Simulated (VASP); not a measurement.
Write the native input for VASP 6.6.1 that does the following.

```yaml
Task: single point
Functional: PBEsol
Potentials_or_basis: VASP PAW PBE potentials, release 64 (Cu, Al)
Cutoff: 520 eV
k_mesh: 8 × 8 × 8
Occupations: fermi-dirac, width 0.05 eV
Spin: no spin polarisation
Dipole_correction: no
Further_INCAR_settings: ALGO = Fast; EDIFF = 1e-06; NBANDS = 26
```

The structure of AlCu3 lies in POSCAR:

```
AlCu3
1.0
    0.0000000000      2.8880109880      2.8880109880
    2.8880109880      0.0000000000      2.8880109880
    2.8880109880      2.8880109880      0.0000000000
Cu Al
3 1
Direct
    0.7500000000      0.7500000000      0.7500000000
    0.2500000000      0.2500000000      0.2500000000
    0.5000000000      0.5000000000      0.5000000000
    0.0000000000      0.0000000000      0.0000000000
```

One way to write it, as run:

INCAR

```
PREC = Accurate
ENCUT = 520
EDIFF = 1E-6
ISMEAR = -1
SIGMA = 0.05
LREAL = F
LASPH = T
NELM = 100
ALGO = Fast
ISIF = 2
LWAVE = F
LCHARG = F
GGA = PS
NBANDS = 26
```

KPOINTS

```
regular mesh
0
Gamma
  8 8 8
```

Potentials or basis: VASP PAW PBE potentials, release 64 (Cu, Al).

Run with:

```bash
$ cat potpaw_PBE.64/Cu/POTCAR potpaw_PBE.64/Al/POTCAR > POTCAR
$ mpirun -np 1 vasp_std > vasp.out
```

Results of the run:

| Property | Result |
| --- | --- |
| Pressure | -0.2 GPa |
| Band gap on the k mesh | zero (band 18 reaches 12.28 eV, above the bottom of band 19 at 6.42 eV) |

Caveat: the PAW data sets were made with another functional, which shifts forces and pressure a little.

Run time: 49 s on 1 thread of AMD EPYC 7R43 64-Core Processor (Zen 3), with other jobs on the host, peak memory 0.14 GiB.
